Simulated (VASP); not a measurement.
# H15NO6 in VASP: notebook, part 2 of 2

VASP 6.6.1.

## 3. Single point, PBE+D3(BJ)

The input, INCAR:

```
PREC = Accurate ; ENCUT = 520
EDIFF = 1E-7 ; ISMEAR = -1
SIGMA = 0.02 ; LREAL = Auto
LASPH = T ; NELM = 60
ALGO = Normal ; ISIF = 2
LWAVE = F ; LCHARG = F
GGA = PE ; IVDW = 12
NBANDS = 45
```

The input, KPOINTS:

```
regular mesh
0
Gamma
  1 1 1
```

The input, POSCAR:

```
H15NO6
1.0
    5.8196320000      0.0000000000      0.0000000000
    0.0000000000      5.8196320000      0.0000000000
    0.0000000000      0.0000000000      5.8196320000
O H N
6 15 1
Direct
    0.9288044330      0.5029012144      0.0109972589
    0.3564486552      0.0481817407      0.2990567101
    0.5684036379      0.5281605435      0.2748455572
    0.1059345333      0.1292521589      0.7472121949
    0.6942019702      0.9221201615      0.7074330473
    0.3039367438      0.7681585365     -0.0215305710
    0.7987790293      0.5056333459      0.1197154734
    1.0365088377      0.6174101730      0.0392121014
    0.5161322915      0.1329637338      0.2715979292
    0.2865129616      0.1140793782      0.4315564970
    0.4431723518      0.6244381088      0.2137420373
    0.6070658763      0.5991615965      0.4153183569
    0.0437141043      0.2648964746      0.8167354912
   -0.0187468898      0.0164958884      0.7568519796
    0.5816175318      0.8650203312      0.8134706799
    0.6307615327      1.0378319454      0.6041790959
    0.2693984774      0.9322754428     -0.0353115111
    0.2673364914      0.7009549745     -0.1843415529
    0.1074294732      0.4741536922      0.4997223192
   -0.0825309917      0.6124442233      0.6481853148
    0.1010029500      0.7642751294      0.4547366569
    0.0718945803      0.6221871074      0.5736788855
```

Potentials or basis: VASP PAW PBE potentials, release 64 (O, H, N).

On the command line:

```sh
cat potpaw_PBE.64/O/POTCAR potpaw_PBE.64/H/POTCAR potpaw_PBE.64/N/POTCAR > POTCAR
mpirun -np 1 vasp_gam > vasp.out
```

OUTCAR:

```text
PREC = Accurate
   ENCUT = 520
   EDIFF = 1E-7
   ISMEAR = -1
   LREAL = Auto
   LASPH = T
   NELM = 60
   ISIF = 2
   GGA = PE
   IVDW = 12
 IVDW          = 12

 ion  position               nearest neighbor table
   1  0.929  0.503  0.011-   8 0.93   7 0.99
   2  0.356  0.048  0.299-  10 0.95   9 1.06
   3  0.568  0.528  0.275-  12 0.94  11 0.99
   4  0.106  0.129  0.747-  13 0.96  14 0.98
   5  0.694  0.922  0.707-  15 0.96  16 0.98
   6  0.304  0.768  0.978-  17 0.98  18 1.05
   7  0.799  0.506  0.120-   1 0.99
   8  0.037  0.617  0.039-   1 0.93
   9  0.516  0.133  0.272-   2 1.06
  10  0.287  0.114  0.432-   2 0.95
  11  0.443  0.624  0.214-   3 0.99
  12  0.607  0.599  0.415-   3 0.94
  13  0.044  0.265  0.817-   4 0.96
  14  0.981  0.016  0.757-   4 0.98
  15  0.582  0.865  0.813-   5 0.96
  16  0.631  0.038  0.604-   5 0.98
  17  0.269  0.932  0.965-   6 0.98
  18  0.267  0.701  0.816-   6 1.05
  19  0.107  0.474  0.500-  22 0.98
  20  0.917  0.612  0.648-  22 1.00
  21  0.101  0.764  0.455-  22 1.09
  22  0.072  0.622  0.574-  19 0.98  20 1.00  21 1.09

  LATTYP: Found a simple cubic cell.
 ALAT       =     5.8196320000

  Lattice vectors:

 A1 = (   5.8196320000,   0.0000000000,   0.0000000000)
 A2 = (   0.0000000000,   5.8196320000,   0.0000000000)
 A3 = (   0.0000000000,   0.0000000000,   5.8196320000)

Analysis of symmetry for initial positions (statically):
=====================================================================
 Subroutine PRICEL returns:
 Original cell was already a primitive cell.

 Routine SETGRP: Setting up the symmetry group for a
 simple cubic supercell.

 Subroutine GETGRP returns: Found  1 space group operations
 (whereof  1 operations were pure point group operations)
 out of a pool of 48 trial point group operations.

The static configuration has the point symmetry C_1 .

Analysis of symmetry for dynamics (positions and initial velocities):
=====================================================================
 Subroutine PRICEL returns:
 Original cell was already a primitive cell.

 Routine SETGRP: Setting up the symmetry group for a
 simple cubic supercell.

 Subroutine GETGRP returns: Found  1 space group operations
 (whereof  1 operations were pure point group operations)
 out of a pool of 48 trial point group operations.

The dynamic configuration has the point symmetry C_1 .

 Subroutine INISYM returns: Found  1 space group operations
 (whereof  1 operations are pure point group operations),
 and found     1 'primitive' translations

----------------------------------------------------------------------------------------

                                     Primitive cell

  volume of cell :     197.1000

  direct lattice vectors                    reciprocal lattice vectors
     5.819632000  0.000000000  0.000000000     0.171832171  0.000000000  0.000000000
     0.000000000  5.819632000  0.000000000     0.000000000  0.171832171  0.000000000
     0.000000000  0.000000000  5.819632000     0.000000000  0.000000000  0.171832171

  length of vectors
     5.819632000  5.819632000  5.819632000     0.171832171  0.171832171  0.171832171

  position of ions in fractional coordinates (direct lattice)
     0.928804433  0.502901214  0.010997259
     0.356448655  0.048181741  0.299056710
     0.568403638  0.528160544  0.274845557
     0.105934533  0.129252159  0.747212195
     0.694201970  0.922120161  0.707433047
     0.303936744  0.768158537  0.978469429
[... 14 lines left out ...]
     0.101002950  0.764275129  0.454736657
     0.071894580  0.622187107  0.573678886

  ion indices of the primitive-cell ions
   primitive index   ion index
                 1           1
                 2           2
                 3           3
                 4           4
                 5           5
                 6           6
[... 14 lines left out ...]
                21          21
                22          22

----------------------------------------------------------------------------------------

 KPOINTS: regular mesh

Automatic generation of k-mesh.
 Grid dimensions read from file:
 generate k-points for:    1    1    1

 Generating k-lattice:

  Cartesian coordinates                     Fractional coordinates (reciprocal lattice)
     0.171832171  0.000000000  0.000000000     1.000000000  0.000000000  0.000000000
     0.000000000  0.171832171  0.000000000     0.000000000  1.000000000  0.000000000
     0.000000000  0.000000000  0.171832171     0.000000000  0.000000000  1.000000000

  Length of vectors
     0.171832171  0.171832171  0.171832171

  Shift w.r.t. Gamma in fractional coordinates (k-lattice)
     0.000000000  0.000000000  0.000000000

 Subroutine IBZKPT returns following result:
 ===========================================

 Found      1 irreducible k-points:

 Following reciprocal coordinates:
            Coordinates               Weight
  0.000000  0.000000  0.000000      1.000000
   k-points           NKPTS =      1   k-points in BZ     NKDIM =      1   number of bands    NBANDS=     45
   number of dos      NEDOS =    301   number of ions     NIONS =     22
   total plane-waves  NPLWV = 110592
   dimension x,y,z NGX =    48 NGY =   48 NGZ =   48
   dimension x,y,z NGXF=    96 NGYF=   96 NGZF=   96
   ions per type =               6  15   1
   NGX,Y,Z   is equivalent  to a cutoff of  13.71, 13.71, 13.71 a.u.
   NGXF,Y,Z  is equivalent  to a cutoff of  27.42, 27.42, 27.42 a.u.
 SYSTEM =  unknown system
   PREC   = accura    normal or accurate (medium, high low for compatibility)
   ISTART =      0    job   : 0-new  1-cont  2-samecut
   ICHARG =      2    charge: 1-file 2-atom 10-const
   ISPIN  =      1    spin polarized calculation?
   LNONCOLLINEAR =      F non collinear calculations
   LSORBIT =      F    spin-orbit coupling
   LASPH  =      T    aspherical Exc in radial PAW
   ENCUT  =  520.0 eV  38.22 Ry    6.18 a.u.  10.82 10.82 10.82*2*pi/ulx,y,z
   NELM   =     60;   NELMIN=  2; NELMDL= -5     # of ELM steps
   EDIFF  = 0.1E-06   stopping-criterion for ELM
   LREAL  =      T    real-space projection
   EDIFFG = 0.1E-05   stopping-criterion for IOM
   NSW    =      0    number of steps for IOM
   IBRION =     -1    ionic relax: 0-MD 1-quasi-New 2-CG
   NFREE  =      0    steps in history (QN), initial steepest desc. (CG)
   ISIF   =      2    stress and relaxation
   ISYM   =      2    0-nonsym 1-usesym 2-fastsym
   POTIM  = 0.5000    time-step for ionic-motion
   TEBEG  =    0.0;   TEEND  =   0.0 temperature during run
   PSTRESS=    0.0 pullay stress
   NELECT =      56.0000    total number of electrons
   NUPDOWN=      -1.0000    fix difference up-down
   EMIN   =  10.00;   EMAX   =-10.00  energy-range for DOS
   EFERMI =   0.00;   METHOD = LEGACY
   ISMEAR =    -1;   SIGMA  =   0.02  broadening in eV -4-tet -1-fermi 0-gaus
   EFERMI_NEDOS =   21; number of points for ismear=-14 and -15
   IALGO  =     38    algorithm
   IMIX   =      4    mixing-type and parameters
     AMIX     =   0.40;   BMIX     =  1.00
     AMIX_MAG =   1.60;   BMIX_MAG =  1.00
  volume/ion in A,a.u.               =       8.96        60.46
  Fermi-wavevector in a.u.,A,eV,Ry     =   1.076239  2.033796 15.759492  1.158290
  Thomas-Fermi vector in A             =   2.212118
   LORBIT       =      0    0 simple, 1 ext, 2 COOP (PROOUT), +10 PAW based schemes
   GGA     = PE    functional components
   LHFCALC =     F    Hartree Fock is set to
   AEXX    =    0.0000 exact exchange contribution
   IVDW    =    12    specifies the selected vdW correction
   LEPSILON=     F    determine dielectric tensor
   LRPA    =     F    only Hartree local field effects (RPA)
 non-spin polarized calculation
  energy-cutoff  :      520.00
  volume of cell :      197.10
 maximum number of plane-waves:      2689
 NGX is ok and might be reduce to    42
   NGX = 21   NGY = 21   NGZ = 21

 number of electron      56.0000001 magnetization

 Free energy of the ion-electron system (eV)
  ---------------------------------------------------
  ext. energy  EPLUGINS =         0.00000000
  ---------------------------------------------------
  free energy    TOTEN  =      -106.27075867 eV

  energy without entropy =     -106.27075867  energy(sigma->0) =     -106.27075867

 E-fermi :  -2.0513     XC(G=0):  -7.1536

 val. band max:       -2.5753819056   @ k =   0.0000   0.0000   0.0000
 cond. band min:       1.2852769168   @ k =   0.0000   0.0000   0.0000
 fundamental gap:      3.8606588224
 Fermi energy:        -2.0513097449

 k-point     1 :       0.0000    0.0000    0.0000
  band No.  band energies     occupation
      1     -22.3345      2.00000
      2     -22.1230      2.00000
      3     -21.5943      2.00000
      4     -21.3840      2.00000
      5     -21.2161      2.00000
      6     -20.8318      2.00000
[... 32 lines left out ...]
     39       7.9412      0.00000
     40       8.3009      0.00000
 [bands above 40 left out]

------------------------ aborting loop because EDIFF is reached ----------------------------------------

 Edisp (eV)   -0.85148

 E8    (eV) :    -0.1759

  FORCE on cell =-STRESS in cart. coord.  units (eV):
  Direction    XX          YY          ZZ          XY          YZ          ZX
  --------------------------------------------------------------------------------------
  -------------------------------------------------------------------------------------
  Total       2.47424     2.96522     2.44275    -1.27387     3.98215    -0.25999
  in kB      20.11246    24.10351    19.85653   -10.35499    32.36995    -2.11341
  external pressure =       21.36 kB  Pullay stress =        0.00 kB

 VOLUME and BASIS-vectors are now :
 -----------------------------------------------------------------------------
  energy-cutoff  :      520.00
  volume of cell :      197.10
      direct lattice vectors                 reciprocal lattice vectors
     5.819632000  0.000000000  0.000000000     0.171832171  0.000000000  0.000000000
     0.000000000  5.819632000  0.000000000     0.000000000  0.171832171  0.000000000
     0.000000000  0.000000000  5.819632000     0.000000000  0.000000000  0.171832171

 POSITION                                       TOTAL-FORCE (eV/Angst)
 -----------------------------------------------------------------------------------
      5.40530      2.92670      0.06400        -1.994322     -2.712862     -0.883699
      2.07440      0.28040      1.74040         3.327720      0.708858     -1.217590
      3.30790      3.07370      1.59950        -0.551647     -0.847807     -0.630138
      0.61650      0.75220      4.34850         0.889241     -0.718127     -0.675759
      4.04000      5.36640      4.11700         1.196415      0.120587     -0.882994
      1.76880      4.47040      5.69433         0.417988     -0.970060     -1.750533
[... 14 lines left out ...]
      0.58780      4.44780      2.64640        -0.842879     -2.037018      1.505942
      0.41840      3.62090      3.33860         1.874151      2.877127     -1.190495
 -----------------------------------------------------------------------------------
    total drift:                                0.006525      0.008593      0.000510

  FREE ENERGIE OF THE ION-ELECTRON SYSTEM (eV)
  ---------------------------------------------------
  free  energy   TOTEN  =      -107.1222430392 eV

  energy  without entropy=     -107.1222430392  energy(sigma->0) =     -107.12224304
```

It used 62 s of CPU time on 1 thread of AMD EPYC 7R13 Processor (Zen 3), on a shared host.

What came out:

```
Free energy                : -107.1222 eV
Pressure                   : 2.1 GPa
Largest force              : 3.634 eV/Å
Band gap on the k mesh     : 3.86 eV
Dispersion energy per atom : -0.039 eV
```

Forces on the atoms (eV/Å):
```
O   -1.994 -2.713 -0.884
O    3.328  0.709 -1.218
O   -0.552 -0.848 -0.630
O    0.889 -0.718 -0.676
O    1.196  0.121 -0.883
O    0.418 -0.970 -1.751
H    0.010  0.297  0.045
H    1.716  1.921  0.636
H   -3.100 -0.998  0.548
H   -0.444  0.845  1.233
H    0.072  0.053 -0.603
H    0.519  0.771  1.515
H   -0.427  1.114  0.921
H   -0.352  0.077 -0.078
H   -1.049 -0.128  0.642
H   -0.423 -0.354  0.385
H   -0.273  0.201  0.071
H   -0.318  0.429  1.075
H    0.404 -1.161 -0.880
H   -0.652  0.512  0.217
H   -0.843 -2.037  1.506
N    1.874  2.877 -1.190
```

Stress tensor (GPa, compression positive):
```
 2.01 -1.04 -0.21
-1.04  2.41  3.24
-0.21  3.24  1.99
```

Levels at points of the mesh, in eV from the valence-band top:
```csv
k point,band 26,band 27,band 28,band 29,band 30,band 31
"(0.00, 0.00, 0.00)",-0.88,-0.53,0.00,3.86,6.93,7.79
```

Caveat: the k points lie up to 1.08 Å⁻¹ apart.
